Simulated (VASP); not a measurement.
Here is a VASP 6.6.1 calculation.

The input POSCAR:

```
TaN
1.0
    2.0993443314      2.0993443314      0.0000000000
   -2.0993443314      2.0993443314      0.0000000000
    0.0000000000      0.0000000000      4.1986886627
Ta N
2 2
Direct
    0.5000000000      0.5000000000      0.0000000000
    0.0000000000      0.0000000000      0.5000000000
    0.0000000000      0.0000000000      0.0000000000
    0.5000000000      0.5000000000      0.5000000000
```

INCAR.step1

```
SYSTEM = TaN
ALGO = Normal
EDIFF = 1E-4
ENCUT = 520
GGA = PE
ISMEAR = 0
LASPH = .TRUE.
LCHARG = .FALSE.
LREAL = .FALSE.
LWAVE = .TRUE.
NBANDS = 24
NELM = 60
PREC = Accurate
SIGMA = 0.1
```

The input INCAR.step2:

```
SYSTEM = TaN
ALGO = Normal
EDIFF = 1E-7
ENCUT = 520
ISIF = 2
ISMEAR = 0
ISTART = 1
LASPH = .TRUE.
LCHARG = .FALSE.
LMIXTAU = .TRUE.
LREAL = .FALSE.
LWAVE = .FALSE.
METAGGA = R2SCAN
NBANDS = 24
NELM = 60
PREC = Accurate
SIGMA = 0.1
```

KPOINTS

```
k-points
0
G
  16 16 12
  0 0 0
```

Potentials or basis: VASP PAW PBE potentials, release 64 (Ta_pv, N).

Launch:

```console
$ cat potpaw_PBE.64/Ta_pv/POTCAR potpaw_PBE.64/N/POTCAR > POTCAR
$ cp INCAR.step1 INCAR
$ mpirun -np 1 vasp_std > vasp.out
$ cp INCAR.step2 INCAR
$ mpirun -np 1 vasp_std > vasp.out
```

(1) Estimate the pressure.

(2) Predict the band gap on the k mesh.

Answers

(1) 68.9 GPa.

(2) zero (bands 16 and 17 overlap by 5.00 eV).

Caveat: the cell differs from its parent crystal (equal strain along all axes, cell held: -4.5 %); the cell stands under pressure; the PAW data sets were made with another functional, which shifts forces and pressure a little; spin-orbit coupling is left out, which moves the levels of the heavy elements.
